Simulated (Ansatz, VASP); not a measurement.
One calculation of GaN, two programs

```
Ga N
1.0
     3.27859    0.00000    0.00000
    -1.63930    2.83934    0.00000
     0.00000    0.00000    5.10584
Ga N
2 2
Direct
  0.33333 0.66667 0.99911
  0.66667 0.33333 0.49911
  0.33333 0.66667 0.37589
  0.66667 0.33333 0.87589
```

Change from the starting cell: strain +0.030 along x and y, -0.015 along z, atoms carried along.

Alike in both runs: task single point; functional r2SCAN; k mesh 12 × 12 × 6; occupations gaussian, width 0.05 eV; no spin polarisation.

|  | VASP | Ansatz |
| --- | --- | --- |
| version | VASP 6.6.1 | Ansatz 0.2.0 |
| potentials or method | VASP PAW PBE potentials, release 64 (Ga_d, N), cutoff 520 eV | scalar-relativistic, plane waves, PAW |
| valence electrons in the cell | 36 | 36 |

|  | VASP | Ansatz | Ansatz less VASP |
| --- | --- | --- | --- |
| gap on the k mesh at the Fermi level (eV) | 2.03 | 2.03 | +0.007 |
| least direct gap on the mesh (eV) | 2.03 | 2.03 | +0.007 |
| pressure (GPa) | -6.5 | -7.4 | -0.83 |
| traceless stress, the component that is largest in VASP (GPa) | 10.81 | 10.67 | -0.141 |
| rms of the force components (eV/Å) | 0.263 | 0.249 | -0.0139 |

VASP's potentials were made for PBE, not for r2SCAN. Atom by atom the forces differ by 0.014 eV/Å (rms over components). The functional is the same, so the differences come from potentials, cutoffs and numerics.
